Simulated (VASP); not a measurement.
Wanted: the native input for a VASP 6.6.1 run.

```
Task                   : relaxation of cell and atoms
Functional             : r2SCAN
Potentials or basis    : VASP PAW PBE potentials, release 64 (Ca_sv, S)
Cutoff                 : 550 eV
k mesh                 : 8 × 8 × 8
Occupations            : gaussian, width 0.01 eV
Spin                   : no spin polarisation
Target pressure        : -2 GPa
Dipole correction      : no
Further INCAR settings : ALGO = Normal; EDIFF = 1e-07; IBRION = 2; EDIFFG = -0.002; NSW = 100; ISIF = 3
```

CaS (Oldhamite):

```
Ca S
1.0
     2.84788    2.84788    0.00000
    -2.84788    2.84788    0.00000
     0.00000    2.84788    2.84788
Ca S
1 1
Direct
  0.00000 0.00000 0.00000
  0.50000 0.50000 0.00000
```

The input as run:

POSCAR

```
CaS
1.0
    2.8478793990      2.8478793990      0.0000000000
   -2.8478793990      2.8478793990      0.0000000000
    0.0000000000      2.8478793990      2.8478793990
Ca S
1 1
Direct
    0.0000000000      0.0000000000      0.0000000000
    0.5000000000      0.5000000000      0.0000000000
```

INCAR.step1

```
SYSTEM = CaS
ALGO = Normal
EDIFF = 1E-5
EDIFFG = -0.005
ENCUT = 550
GGA = PE
GGA_COMPAT = .False.
IBRION = 2
ISIF = 3
ISMEAR = 0
LASPH = .True.
LCHARG = .False.
LREAL = .False.
LWAVE = .True.
NELM = 120
NELMIN = 4
NSW = 100
PREC = Accurate
SIGMA = 0.01
```

INCAR.step2

```
SYSTEM = CaS
ALGO = Normal
EDIFF = 1E-7
EDIFFG = -0.002
ENCUT = 550
GGA_COMPAT = .False.
IBRION = 2
ISIF = 3
ISMEAR = 0
ISTART = 1
LASPH = .True.
LCHARG = .False.
LMIXTAU = .True.
LREAL = .False.
LWAVE = .False.
METAGGA = R2SCAN
NELM = 120
NELMIN = 4
NSW = 100
PREC = Accurate
PSTRESS = -20.0
SIGMA = 0.01
```

KPOINTS

```
k-points
0
Gamma
  8 8 8
  0 0 0
```

Potentials or basis: VASP PAW PBE potentials, release 64 (Ca_sv, S).

Run with:

```console
$ cat potpaw_PBE.64/Ca_sv/POTCAR potpaw_PBE.64/S/POTCAR > POTCAR
$ cp INCAR.step1 INCAR
$ mpirun -np 1 vasp_std > vasp.out
$ cp INCAR.step2 INCAR
$ mpirun -np 1 vasp_std > vasp.out
```

Results of the run:

```yaml
Relaxed_volume: 24.03 Å³/atom
Relaxed_cell: a = 4.081 Å, b = 4.081 Å, c = 4.081 Å, α = 60.00°, β = 60.00°, γ = 90.00°
Space_group_after_relaxing_to_0.05_Å: Fm-3m (No. 225)
Energy_change_on_relaxing_the_enthalpy_is_what_falls: +5.2 meV/atom
Ionic_steps: 3
Pressure_after_relaxing: -2.0 GPa
Band_gap_on_the_k_mesh: 2.89 eV, indirect (least direct gap 3.69 eV)
```

Caveat: the cell is relaxed towards a set pressure, so the enthalpy falls and the energy may rise; the PAW data sets were made with another functional, which shifts forces and pressure a little.

It took 2.6 min on 1 thread of Intel(R) Xeon(R) Platinum 8488C (Sapphire Rapids) (shared host), peak memory 0.21 GiB.
